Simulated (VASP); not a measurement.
# HfTa (Cmmm) in VASP: notebook

HfTa is run at these levels: PBEsol; tasks: single point.

Everything below comes from runs of VASP 6.6.1. Logs are shortened: lines on timing, memory, paths and dates and some standing lists are left out, and cuts for length are marked.

**1. The cell of the first run**

The structure is orthorhombic, space group Cmmm (No. 65). Conventional cell: a = 3.425 Å, b = 4.799 Å, c = 4.848 Å, α = 90.00°, β = 90.00°, γ = 90.00°. Hf (site symmetry mmm) has 6 Hf at 2.95 to 3.43 Å and 8 Ta at 2.97 to 3.41 Å within 3.9 Å. Ta (site symmetry mmm) has 6 Ta at 2.95 to 3.43 Å and 8 Hf at 2.97 to 3.41 Å within 3.9 Å.

**2. Single point, PBEsol**

INCAR

```
PREC     = Accurate       # precision mode
ENCUT    = 520            # plane-wave cutoff, eV
EDIFF    = 1E-6           # SCF threshold, eV
ISMEAR   = 0              # smearing method
SIGMA    = 0.15           # smearing width, eV
LREAL    = False          # projectors in reciprocal space
LASPH    = True           # aspherical terms in the spheres
NELM     = 100            # most SCF steps
ALGO     = Normal         # electronic algorithm
ISIF     = 2              # what is computed and relaxed
LWAVE    = False          # write WAVECAR
LCHARG   = True           # write CHGCAR
GGA      = PS             # functional
LELF     = True           # ELF
LVHAR    = True         
NBANDS   = 18             # bands
```

KPOINTS

```
Automatic mesh
0
Gamma
  18 18 12
```

POSCAR

```
HfTa
1.0
    1.7127470000     -2.3996010000      0.0000000000
    1.7127470000      2.3996010000      0.0000000000
    0.0000000000      0.0000000000      4.8475550000
Hf Ta
1 1
Direct
    0.0000000000      0.0000000000      0.0000000000
    0.5000000000      0.5000000000      0.5000000000
```

Potentials or basis: VASP PAW PBE potentials, release 64 (Hf_pv, Ta_pv).

Run with:

```console
> cat potpaw_PBE.64/Hf_pv/POTCAR potpaw_PBE.64/Ta_pv/POTCAR > POTCAR
> mpirun -np 1 vasp_std > vasp.out
```

OUTCAR:

```text
PREC = Accurate
   ENCUT = 520
   EDIFF = 1E-6
   ISMEAR = 0
   LREAL = False
   LASPH = True
   NELM = 100
   ISIF = 2
   GGA = PS

 ion  position               nearest neighbor table
   1  0.000  0.000  0.000-   2 2.97   2 2.97   2 2.97   2 2.97   2 3.41   2 3.41   2 3.41   2 3.41

   2  0.500  0.500  0.500-   1 2.97   1 2.97   1 2.97   1 2.97   1 3.41   1 3.41   1 3.41   1 3.41

  LATTYP: Found a base centered orthorhombic cell.
 ALAT       =     3.4254940000
 B/A-ratio  =     1.4010247865
 C/A-ratio  =     1.4151404148

  Lattice vectors:

 A1 = (   1.7127470000,  -2.3996010000,   0.0000000000)
 A2 = (   1.7127470000,   2.3996010000,   0.0000000000)
 A3 = (   0.0000000000,   0.0000000000,   4.8475550000)

Analysis of symmetry for initial positions (statically):
=====================================================================
 Subroutine PRICEL returns:
 Original cell was already a primitive cell.

 Routine SETGRP: Setting up the symmetry group for a
 base centered orthorhombic supercell.

 Subroutine GETGRP returns: Found  8 space group operations
 (whereof  8 operations were pure point group operations)
 out of a pool of  8 trial point group operations.

The static configuration has the point symmetry D_2h.

Analysis of symmetry for dynamics (positions and initial velocities):
=====================================================================
 Subroutine PRICEL returns:
 Original cell was already a primitive cell.

 Routine SETGRP: Setting up the symmetry group for a
 base centered orthorhombic supercell.

 Subroutine GETGRP returns: Found  8 space group operations
 (whereof  8 operations were pure point group operations)
 out of a pool of  8 trial point group operations.

The dynamic configuration has the point symmetry D_2h.

 Subroutine INISYM returns: Found  8 space group operations
 (whereof  8 operations are pure point group operations),
 and found     1 'primitive' translations

----------------------------------------------------------------------------------------

                                     Primitive cell

  volume of cell :      39.8460

  direct lattice vectors                    reciprocal lattice vectors
     1.712747000 -2.399601000  0.000000000     0.291928697 -0.208367975  0.000000000
     1.712747000  2.399601000  0.000000000     0.291928697  0.208367975  0.000000000
     0.000000000  0.000000000  4.847555000     0.000000000  0.000000000  0.206289562

  length of vectors
     2.948149800  2.948149800  4.847555000     0.358663599  0.358663599  0.206289562

  position of ions in fractional coordinates (direct lattice)
[... 80 lines left out ...]
   LREAL  =      F    real-space projection
   EDIFFG = 0.1E-04   stopping-criterion for IOM
   NSW    =      0    number of steps for IOM
   IBRION =     -1    ionic relax: 0-MD 1-quasi-New 2-CG
   NFREE  =      0    steps in history (QN), initial steepest desc. (CG)
   ISIF   =      2    stress and relaxation
   ISYM   =      2    0-nonsym 1-usesym 2-fastsym
   POTIM  = 0.5000    time-step for ionic-motion
   TEBEG  =    0.0;   TEEND  =   0.0 temperature during run
   PSTRESS=    0.0 pullay stress
   NELECT =      21.0000    total number of electrons
   NUPDOWN=      -1.0000    fix difference up-down
   EMIN   =  10.00;   EMAX   =-10.00  energy-range for DOS
   EFERMI =   0.00;   METHOD = LEGACY
   ISMEAR =     0;   SIGMA  =   0.15  broadening in eV -4-tet -1-fermi 0-gaus
   EFERMI_NEDOS =   21; number of points for ismear=-14 and -15
   IALGO  =     38    algorithm
   IMIX   =      4    mixing-type and parameters
     AMIX     =   0.40;   BMIX     =  1.00
     AMIX_MAG =   1.60;   BMIX_MAG =  1.00
  volume/ion in A,a.u.               =      19.92       134.45
  Fermi-wavevector in a.u.,A,eV,Ry     =   1.322370  2.498917 23.791990  1.748662
  Thomas-Fermi vector in A             =   2.452056
   LORBIT       =      0    0 simple, 1 ext, 2 COOP (PROOUT), +10 PAW based schemes
   GGA     = PS    functional components
   LHFCALC =     F    Hartree Fock is set to
   AEXX    =    0.0000 exact exchange contribution
   IVDW    =     0    specifies the selected vdW correction
   LEPSILON=     F    determine dielectric tensor
   LRPA    =     F    only Hartree local field effects (RPA)
 non-spin polarized calculation
 Gauss-broadening in eV      SIGMA  =   0.15
  energy-cutoff  :      520.00
  volume of cell :       39.85
 maximum number of plane-waves:      1096
 NGX is ok and might be reduce to    24
   NGX = 11   NGY = 11   NGZ = 19

 number of electron      21.0000004 magnetization

 Free energy of the ion-electron system (eV)
  ---------------------------------------------------
  ext. energy  EPLUGINS =         0.00000000
  ---------------------------------------------------
  free energy    TOTEN  =       -22.74745277 eV

  energy without entropy =      -22.70893259  energy(sigma->0) =      -22.72819268

 E-fermi :   4.8712     XC(G=0): -12.0734

 val. band max:        4.8710618294   @ k =   0.1667   0.0000   0.1667
 cond. band min:       4.8723264306   @ k =   0.1111   0.0000   0.2500
 fundamental gap:      0.0012646012
 Fermi energy:         4.8712255482

 k-point     1 :       0.0000    0.0000    0.0000
  band No.  band energies     occupation
      1     -29.0191      2.00000
      2     -28.6334      2.00000
      3     -28.4561      2.00000
      4     -24.9393      2.00000
      5     -24.6514      2.00000
      6     -24.5087      2.00000
[... 481 lines left out ...]
      5     -24.9152      2.00000
      6     -24.5982      2.00000
[... 10 lines left out ...]
     17      10.5853      0.00000
     18      13.9775      0.00000

 [... further k-points ...]

------------------------ aborting loop because EDIFF is reached ----------------------------------------

  FORCE on cell =-STRESS in cart. coord.  units (eV):
  Direction    XX          YY          ZZ          XY          YZ          ZX
  --------------------------------------------------------------------------------------
  -------------------------------------------------------------------------------------
  Total       -1.3552869     -1.2833794     -1.2925412      0.0000000      0.0000000      0.0000000
  in kB      -54.4950204    -51.6036763    -51.9720683      0.0000000      0.0000000      0.0000000
  external PRESSURE =     -52.6902550 kB  Pullay stress =       0.0000000 kB

 VOLUME and BASIS-vectors are now :
 -----------------------------------------------------------------------------
  energy-cutoff  :      520.00
  volume of cell :       39.85
      direct lattice vectors                 reciprocal lattice vectors
     1.712747000 -2.399601000  0.000000000     0.291928697 -0.208367975  0.000000000
     1.712747000  2.399601000  0.000000000     0.291928697  0.208367975  0.000000000
     0.000000000  0.000000000  4.847555000     0.000000000  0.000000000  0.206289562

 POSITION                                       TOTAL-FORCE (eV/Angst)
 -----------------------------------------------------------------------------------
      0.00000      0.00000      0.00000         0.000000      0.000000      0.000000
      1.71275      0.00000      2.42378         0.000000      0.000000      0.000000
 -----------------------------------------------------------------------------------
    total drift:                                0.000000      0.000000     -0.000000

  FREE ENERGIE OF THE ION-ELECTRON SYSTEM (eV)
  ---------------------------------------------------
  free  energy   TOTEN  =       -22.7474527702 eV

  energy  without entropy=      -22.7089325924  energy(sigma->0) =      -22.72819268
```

stdout:

```text
POSCAR found type information on POSCAR HfTa
 POSCAR found :  2 types and       2 ions
 scaLAPACK will be used
 -----------------------------------------------------------------------------
|                                                                             |
|                                                                             |
|     You enforced a specific xc type in the INCAR file but a different       |
|     I HOPE YOU KNOW WHAT YOU ARE DOING!                                     |
|                                                                             |
 -----------------------------------------------------------------------------

 LDA part: xc-table for (Slater+PW92), standard interpolation
 POSCAR, INCAR and KPOINTS ok, starting setup
 FFT: planning ... GRIDC
 FFT: planning ... GRID_SOFT
 FFT: planning ... GRID
 WAVECAR not read
 entering main loop
```

It took 3.2 min on 1 thread of Intel Xeon Platinum 8559C (Emerald Rapids), shared host; peak memory 0.55 GiB.

Results:

```
Free energy            : -22.7475 eV
Pressure               : -5.3 GPa
Band gap on the k mesh : zero (an odd number of electrons rules out a gap without spin polarisation)
```

Caveat: the cell stands under tension; the PAW data sets were made with another functional, which shifts forces and pressure a little; spin-orbit coupling is left out, which moves the levels of the heavy elements.

**3. Single point, PBEsol**

INCAR

```
PREC = Accurate ; ENCUT = 520
EDIFF = 1E-7 ; ISMEAR = 0
SIGMA = 0.15 ; LREAL = F
LASPH = T ; NELM = 100
ALGO = Normal ; ISIF = 2
LWAVE = F ; LCHARG = F
GGA = PS ; NBANDS = 18
```

KPOINTS

```
regular mesh
0
Gamma
  18 18 10
```

POSCAR is that of step 2.

Potentials or basis: VASP PAW PBE potentials, release 64 (Hf_pv, Ta_pv).

Run with:

```console
> cat potpaw_PBE.64/Hf_pv/POTCAR potpaw_PBE.64/Ta_pv/POTCAR > POTCAR
> mpirun -np 1 vasp_std > vasp.out
```

It took 2.4 min on 1 thread of Intel Xeon Platinum 8559C (Emerald Rapids), shared host; peak memory 0.49 GiB.

The run converged. Its results:

```yaml
Free_energy: -22.7474 eV
Pressure: -5.3 GPa
Band_gap_on_the_k_mesh: zero (an odd number of electrons rules out a gap without spin polarisation)
```

Stress tensor (GPa, compression positive):
```
-5.42  0.00  0.00
 0.00 -5.12  0.00
 0.00  0.00 -5.22
```

Levels at points of the mesh, in eV from the Fermi level:
```csv
k point,band 7,band 8,band 9,band 10,band 11,band 12,band 13,band 14
"(0.00, 0.00, 0.00)",-7.46,-3.87,-1.11,1.13,1.16,1.17,1.36,3.66
"(0.50, 0.00, 0.00)",-2.90,-2.59,-1.24,-0.86,-0.48,-0.04,3.24,4.21
"(0.50, 0.50, 0.00)",-3.84,-3.18,-3.17,-1.04,1.49,3.99,5.03,6.46
"(0.00, 0.00, 0.50)",-5.41,-5.22,-0.50,-0.11,0.24,0.59,2.96,3.21
"(0.50, 0.00, 0.50)",-3.93,-3.79,-1.17,-0.82,1.28,1.52,3.66,3.89
"(0.50, 0.50, 0.50)",-2.59,-2.34,-1.62,-1.33,0.98,1.40,1.82,2.45
```

Caveat: the cell stands under tension; the PAW data sets were made with another functional, which shifts forces and pressure a little; spin-orbit coupling is left out, which moves the levels of the heavy elements.
